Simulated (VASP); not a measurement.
# SrSiH6 (Amm2) in VASP: a series of runs, part 2 of 2

VASP 6.6.1.

**4. Single point, r2SCAN+rVV10**

This run uses another cell than the first one, of 9.04 Å³/atom.

The input, POSCAR:

```
SrSiH6
1.0
    3.2040570446      0.0000000000      0.0000000000
    0.0000000000      2.9915555014      3.7738158933
    0.0000000000     -2.9915555014      3.7738158933
Sr Si H
1 1 6
Direct
    0.5000000000      0.5737751585      0.5737751585
    0.0000000000      0.9778404134      0.9778404134
    0.0000000000      0.9244557199      0.3058735420
    0.0000000000      0.3058735420      0.9244557199
    0.0000000000      0.3705096783      0.3705096783
    0.5000000000      0.7049186503      0.0461032637
    0.5000000000      0.0461032637      0.7049186503
    0.5000000000      0.0965245738      0.0965245738
```

The input, INCAR.step1:

```
SYSTEM = SrSiH6
PREC = Accurate ; ENCUT = 520
ISMEAR = -1 ; SIGMA = 0.03
LREAL = .False. ; LASPH = .True.
NELM = 80 ; NBANDS = 20
GGA = PE ; ALGO = Normal
EDIFF = 1E-4 ; LWAVE = .True.
LCHARG = .False.
```

The input, INCAR.step2:

```
SYSTEM = SrSiH6
PREC = Accurate ; ENCUT = 520
EDIFF = 1E-6 ; ISMEAR = -1
SIGMA = 0.03 ; LREAL = .False.
LASPH = .True. ; NELM = 80
ALGO = Normal ; ISIF = 2
LWAVE = .False. ; LCHARG = .True.
METAGGA = R2SCAN ; LMIXTAU = .True.
LUSE_VDW = .True. ; IVDW_NL = 2
BPARAM = 11.95 ; CPARAM = 0.0093
LELF = .True. ; LVHAR = .True.
NBANDS = 20 ; ISTART = 1
```

The input, KPOINTS:

```
Automatic mesh
0
Gamma
  10 6 6
  0 0 0
```

Potentials or basis: VASP PAW PBE potentials, release 64 (Sr_sv, Si, H).

Command:

```sh
$ cat potpaw_PBE.64/Sr_sv/POTCAR potpaw_PBE.64/Si/POTCAR potpaw_PBE.64/H/POTCAR > POTCAR
$ cp INCAR.step1 INCAR
$ mpirun -np 1 vasp_std > vasp.out
$ cp INCAR.step2 INCAR
$ mpirun -np 1 vasp_std > vasp.out
```

OUTCAR:

```text
SYSTEM = SrSiH6
   PREC = Accurate
   ENCUT = 520
   EDIFF = 1E-6
   ISMEAR = -1
   LREAL = .False.
   LASPH = .True.
   NELM = 80
   ISIF = 2
   METAGGA = R2SCAN
   IVDW_NL = 2
   BPARAM = 11.95
   ISTART = 1

 ion  position               nearest neighbor table
   1  0.500  0.574  0.574-   5 2.22   5 2.22   3 2.47   3 2.47   4 2.47   4 2.47   7 2.47   6 2.47
                             7 2.50   6 2.50   8 3.00   8 3.00   2 3.44   2 3.44   2 3.47   2 3.47
   2  0.000  0.978  0.978-   3 1.54   4 1.54   8 1.84   8 1.84   1 3.44   1 3.44   1 3.47   1 3.47
                             1 3.47   1 3.47
   3  0.000  0.924  0.306-   2 1.54   1 2.47   1 2.47
   4  0.000  0.306  0.924-   2 1.54   1 2.47   1 2.47
   5  0.000  0.371  0.371-   1 2.22   1 2.22
   6  0.500  0.705  0.046-   1 2.47   1 2.50
   7  0.500  0.046  0.705-   1 2.47   1 2.50
   8  0.500  0.097  0.097-   2 1.84   2 1.84   1 3.00   1 3.00

  LATTYP: Found a base centered orthorhombic cell.
 ALAT       =     5.9831110028
 B/A-ratio  =     1.2614895132
 C/A-ratio  =     0.5355168980

  Lattice vectors:

 A1 = (   0.0000000000,   2.9915555014,  -3.7738158933)
 A2 = (   0.0000000000,   2.9915555014,   3.7738158933)
 A3 = (   3.2040570446,   0.0000000000,   0.0000000000)

Analysis of symmetry for initial positions (statically):
=====================================================================
 Subroutine PRICEL returns:
 Original cell was already a primitive cell.

 Routine SETGRP: Setting up the symmetry group for a
 base centered orthorhombic supercell.

 Subroutine GETGRP returns: Found  4 space group operations
 (whereof  4 operations were pure point group operations)
 out of a pool of  8 trial point group operations.

The static configuration has the point symmetry C_2v.

Analysis of symmetry for dynamics (positions and initial velocities):
=====================================================================
 Subroutine PRICEL returns:
 Original cell was already a primitive cell.

[... 140 lines left out ...]
  volume/ion in A,a.u.               =       9.04        61.03
  Fermi-wavevector in a.u.,A,eV,Ry     =   1.066470  2.015337 15.474712  1.137359
  Thomas-Fermi vector in A             =   2.202056
   LORBIT       =      0    0 simple, 1 ext, 2 COOP (PROOUT), +10 PAW based schemes
   METAGGA = R2SCAN    functional components
   LHFCALC =     F    Hartree Fock is set to
   AEXX    =    0.0000 exact exchange contribution
   IVDW_NL    =     2    kernel type
   BPARAM     =11.9500
   IVDW    =     0    specifies the selected vdW correction
   LEPSILON=     F    determine dielectric tensor
   LRPA    =     F    only Hartree local field effects (RPA)
 non-spin polarized calculation
  energy-cutoff  :      520.00
  volume of cell :       72.34
 maximum number of plane-waves:      1980
 NGX is ok and might be reduce to    24
   NGX = 11   NGY = 17   NGZ = 17

 number of electron      19.9999997 magnetization

 Free energy of the ion-electron system (eV)
  ---------------------------------------------------
  ext. energy  EPLUGINS =         0.00000000
  ---------------------------------------------------
  free energy    TOTEN  =       -41.60338299 eV

  energy without entropy =      -41.59883135  energy(sigma->0) =      -41.60110717

 E-fermi :   2.0226     XC(G=0):  -9.9381

 val. band max:        1.9927103091   @ k =   0.1000   0.1667   0.1667
 cond. band min:       2.0278857882   @ k =   0.1000   0.5000   0.1667
 fundamental gap:      0.0351754791
 Fermi energy:         2.0225592045

 k-point     1 :       0.0000    0.0000    0.0000
  band No.  band energies     occupation
      1     -33.2170      2.00000
      2     -14.7876      2.00000
      3     -14.6203      2.00000
      4     -14.1378      2.00000
      5      -9.4958      2.00000
      6      -2.8653      2.00000
[... 541 lines left out ...]
     19      11.5878      0.00000
     20      13.8495      0.00000

 [... further k-points ...]
[... 5 lines left out ...]
  --------------------------------------------------------------------------------------
  -------------------------------------------------------------------------------------
  Total       -0.1066984     -0.0278541      0.2969912      0.0000000      0.0000000      0.0000000
  in kB       -2.3629832     -0.6168665      6.5772768      0.0000000      0.0000000      0.0000000
  external PRESSURE =       1.1991424 kB  Pullay stress =       0.0000000 kB

 VOLUME and BASIS-vectors are now :
 -----------------------------------------------------------------------------
  energy-cutoff  :      520.00
  volume of cell :       72.34
      direct lattice vectors                 reciprocal lattice vectors
     3.204057045  0.000000000  0.000000000     0.312104306  0.000000000  0.000000000
     0.000000000  2.991555501  3.773815893     0.000000000  0.167137130  0.132491890
     0.000000000 -2.991555501  3.773815893     0.000000000 -0.167137130  0.132491890

 POSITION                                       TOTAL-FORCE (eV/Angst)
 -----------------------------------------------------------------------------------
      1.60203      0.00000      4.33064         0.000000     -0.000000      0.083992
      0.00000      0.00000      7.38038         0.000000     -0.000000     -0.140233
      0.00000      1.85052      4.64304         0.000000     -0.023717      0.021651
      0.00000     -1.85052      4.64304         0.000000      0.023717      0.021651
      0.00000      0.00000      2.79647         0.000000     -0.000000     -0.030502
      1.60203      1.97088      2.83422         0.000000      0.015698     -0.046425
      1.60203     -1.97088      2.83422         0.000000     -0.015698     -0.046425
      1.60203      0.00000      0.72853         0.000000     -0.000000      0.136292
 -----------------------------------------------------------------------------------
    total drift:                                0.000000     -0.000000     -0.002573

  FREE ENERGIE OF THE ION-ELECTRON SYSTEM (eV)
  ---------------------------------------------------
  free  energy   TOTEN  =       -41.6033829911 eV

  energy  without entropy=      -41.5988313455  energy(sigma->0) =      -41.60110717
```

OSZICAR.step1:

```text
N       E                     dE             d eps       ncg     rms          rms(c)
DAV:   1     0.557659729838E+02    0.55766E+02   -0.88396E+03  3120   0.858E+02
DAV:   2    -0.216827965969E+02   -0.77449E+02   -0.75394E+02  4128   0.182E+02
DAV:   3    -0.256820200433E+02   -0.39992E+01   -0.39704E+01  4896   0.331E+01
DAV:   4    -0.257484163281E+02   -0.66396E-01   -0.66338E-01  4280   0.354E+00
DAV:   5    -0.257497419500E+02   -0.13256E-02   -0.13256E-02  4436   0.412E-01    0.219E+01
DAV:   6    -0.248317748430E+02    0.91797E+00   -0.97520E-01  3540   0.427E+00    0.120E+01
DAV:   7    -0.246581954846E+02    0.17358E+00   -0.71297E-01  3880   0.396E+00    0.288E+00
DAV:   8    -0.246560157156E+02    0.21798E-02   -0.81539E-02  4016   0.138E+00    0.980E-01
DAV:   9    -0.246556334996E+02    0.38222E-03   -0.89960E-03  3856   0.462E-01    0.318E-01
DAV:  10    -0.246555210983E+02    0.11240E-03   -0.14772E-03  3964   0.176E-01    0.759E-02
DAV:  11    -0.246555644118E+02   -0.43313E-04   -0.13655E-04  2732   0.593E-02
   1 F= -.24655564E+02 E0= -.24653343E+02  d E =-.444223E-02
```

Run time: 2 min. Hardware: 1 thread of Intel Xeon 6975P-C (Granite Rapids), shared host; peak memory 0.38 GiB.

Results:

```
Free energy            : -41.6034 eV
Pressure               : 0.1 GPa
Largest force          : 0.140 eV/Å
Band gap on the k mesh : zero (bands 10 and 11 overlap by 2.04 eV)
```

Forces on the atoms (eV/Å):
```
Sr   0.000  0.000  0.084
Si   0.000  0.000 -0.140
H    0.000 -0.024  0.022
H    0.000  0.024  0.022
H    0.000  0.000 -0.031
H    0.000  0.016 -0.046
H    0.000 -0.016 -0.046
H    0.000  0.000  0.136
```

Caveat: the PAW data sets were made with another functional, which shifts forces and pressure a little.

**5. Relaxation of cell and atoms, PBEsol**

This run uses another cell than the first one, of 14.24 Å³/atom.

The input, INCAR:

```
  PREC = Accurate
  ENCUT = 600
  EDIFF = 1E-7
  ISMEAR = -1
  SIGMA = 0.03
  LREAL = False
  LASPH = True
  NELM = 80
  ALGO = Normal
  ISIF = 3
  LWAVE = False
  LCHARG = False
  GGA = PS
  IBRION = 2
  NSW = 100
  EDIFFG = -0.01
```

The input, KPOINTS:

```
regular mesh
0
Gamma
  6 4 4
```

The input, POSCAR:

```
SrSiH6
1.0
    4.2723393000      0.0000000000      0.0000000000
    0.0000000000      2.8658891000      4.6523187300
    0.0000000000     -2.8658891000      4.6523187300
Sr Si H
1 1 6
Direct
    0.5000000000      0.5994390000      0.5994390000
    0.0000000000      0.9019570000      0.9019570000
    0.0000000000      0.9347750000      0.3849840000
    0.0000000000      0.3849840000      0.9347750000
    0.0000000000      0.4138560000      0.4138560000
    0.5000000000      0.5702260000      0.1132460000
    0.5000000000      0.1132460000      0.5702260000
    0.5000000000      0.0815180000      0.0815180000
```

Command:

```sh
$ cat potpaw_PBE.64/Sr_sv/POTCAR potpaw_PBE.64/Si/POTCAR potpaw_PBE.64/H/POTCAR > POTCAR
$ mpirun -np 1 vasp_std > vasp.out
```

Run time: 16 min. Hardware: 1 thread of Intel Xeon 6975P-C (Granite Rapids), shared host; peak memory 0.35 GiB.

It converged, with:

* Free energy: -25.3408 eV
* Relaxed volume: 8.74 Å³/atom
* Relaxed cell: a = 3.195 Å, b = 4.753 Å, c = 4.753 Å, α = 75.61°, β = 90.00°, γ = 90.00°
* Space group after relaxing (to 0.1 Å): Amm2 (No. 38)
* Energy gained by relaxing: 626.4 meV/atom
* Ionic steps: 46
* Pressure after relaxing: 0.0 GPa
* Largest force after relaxing: 0.007 eV/Å
* Band gap on the k mesh: zero (bands 10 and 11 overlap by 2.24 eV)

Forces in eV/Å, atoms in the order of the input:
```
Sr   0.000  0.000 -0.007
Si   0.000  0.000  0.002
H    0.000  0.001 -0.001
H    0.000 -0.001 -0.001
H    0.000  0.000  0.002
H    0.000  0.002  0.000
H    0.000 -0.002  0.000
H    0.000  0.000  0.004
```

Step by step:
| step | energy change (eV) | largest force (eV/Å) | pressure (GPa) | volume (Å³) |
| --- | --- | --- | --- | --- |
| 1 | 0.0000 | 0.5054 | -11.86 | 113.93 |
| 3 | -2.6171 | 1.3213 | 11.78 | 57.55 |
| 5 | -2.8912 | 1.1165 | 0.12 | 66.48 |
| 7 | -3.1058 | 1.4065 | 1.37 | 64.56 |
| 9 | -3.6127 | 0.5547 | 8.21 | 61.61 |
| 11 | -3.8469 | 0.7677 | 7.29 | 64.46 |
| 13 | -4.1894 | 2.1357 | 1.05 | 74.44 |
| 15 | -4.4693 | 0.6173 | -4.15 | 77.73 |
| 17 | -4.7155 | 0.6221 | -1.46 | 73.42 |
| 19 | -4.7315 | 0.6164 | -0.38 | 72.15 |
| 21 | -4.7968 | 0.8376 | 1.24 | 71.09 |
| 23 | -4.8620 | 0.5004 | -0.59 | 71.68 |
| 25 | -4.8861 | 0.3757 | -0.50 | 71.44 |
| 27 | -4.9335 | 0.7549 | -0.52 | 70.65 |
| 29 | -4.9601 | 0.2536 | 0.90 | 69.96 |
| 31 | -4.9852 | 0.1584 | 0.30 | 71.07 |
| 33 | -4.9886 | 0.2295 | 0.01 | 71.70 |
| 35 | -4.9936 | 0.0774 | -0.59 | 72.01 |
| 37 | -5.0001 | 0.1345 | 0.36 | 70.74 |
| 39 | -5.0070 | 0.1015 | -0.09 | 70.60 |
| 41 | -5.0104 | 0.0450 | -0.19 | 70.34 |
| 43 | -5.0109 | 0.0449 | 0.03 | 70.09 |
| 45 | -5.0113 | 0.0196 | 0.02 | 69.90 |
| 46 | -5.0114 | 0.0068 | 0.00 | 69.91 |

Final structure:
```
Sr Si H
1.0
     3.19535    0.00000    0.00000
     0.00000    2.91314    3.75506
     0.00000   -2.91314    3.75506
Sr Si H
1 1 6
Direct
  0.50000 0.57399 0.57399
  0.00000 0.96849 0.96849
  0.00000 0.93127 0.30835
  0.00000 0.30835 0.93127
  0.00000 0.36705 0.36705
  0.50000 0.70162 0.04831
  0.50000 0.04831 0.70162
  0.50000 0.10092 0.10092
```

Levels at points of the mesh, in eV from the Fermi level:
```
           k point  band 6  band 7  band 8  band 9  band 10  band 11  band 12  band 13  band 14  band 15
(0.00, 0.00, 0.00)   -4.77   -4.58   -2.75   -2.25     0.29     2.85     3.26     4.16     4.45     7.11
(0.50, 0.00, 0.00)   -7.52   -4.19   -1.84   -1.45    -1.40    -0.57     2.42     3.28     4.22     6.27
(0.00, 0.50, 0.00)   -6.61   -4.87   -2.01   -0.47     0.70     3.05     3.14     4.07     4.58     6.28
(0.50, 0.50, 0.00)   -7.03   -3.84   -2.66   -1.96    -1.38    -1.14     2.67     4.19     5.28     5.89
(0.00, 0.50, 0.50)   -6.03   -5.28   -2.13    0.09     1.10     3.14     3.34     4.20     4.64     6.30
(0.50, 0.50, 0.50)   -7.03   -4.74   -3.80   -2.25    -1.33     0.20     5.17     5.63     6.07     6.23
```

Caveat: the volume moved by over 15 % at a fixed basis, so the end points are rough; the PAW data sets were made with another functional, which shifts forces and pressure a little.

**6. The runs side by side**

| task | level | cell | k mesh | cutoff (eV) | gap on the mesh (eV) | pressure (GPa) | largest force (eV/Å) |
| --- | --- | --- | --- | --- | --- | --- | --- |
| single point | PBEsol | a = 3.190, b = 4.742, c = 4.742 Å, angles 75.6, 90.0, 90.0°, 8 atoms, atomic positions A | 6 × 4 × 4 | 520 | none | 0.2 | 0.02 |
| single point | r2SCAN+rVV10 | a = 3.204, b = 4.816, c = 4.816 Å, angles 76.8, 90.0, 90.0°, 8 atoms, atomic positions B | 8 × 6 × 6 | 520 | none | 0.1 | 0.02 |
| single point | r2SCAN+rVV10 | a = 3.204, b = 4.816, c = 4.816 Å, angles 76.8, 90.0, 90.0°, 8 atoms, atomic positions B | 10 × 6 × 6 | 520 | none | 0.1 | 0.14 |
| relaxation of cell and atoms | PBEsol | relaxed from a = 4.272, b = 5.464, c = 5.464 Å, angles 63.3, 90.0, 90.0°, 8 atoms, atomic positions C | 6 × 4 × 4 | 600 | none | 0.0 | 0.01 |

Alike in all rows: potentials or basis VASP PAW PBE potentials, release 64 (Sr_sv, Si, H); no spin polarisation; smearing fermi-dirac 0.03 eV.

Caveats: the PAW data sets were made with another functional, which shifts forces and pressure a little; the volume moved by over 15 % at a fixed basis, so the end points are rough (at least some runs).

Absolute energies hang on the potentials; compare differences alone.

The gap in the log of VASP goes by the Fermi energy; the results here count the filled bands.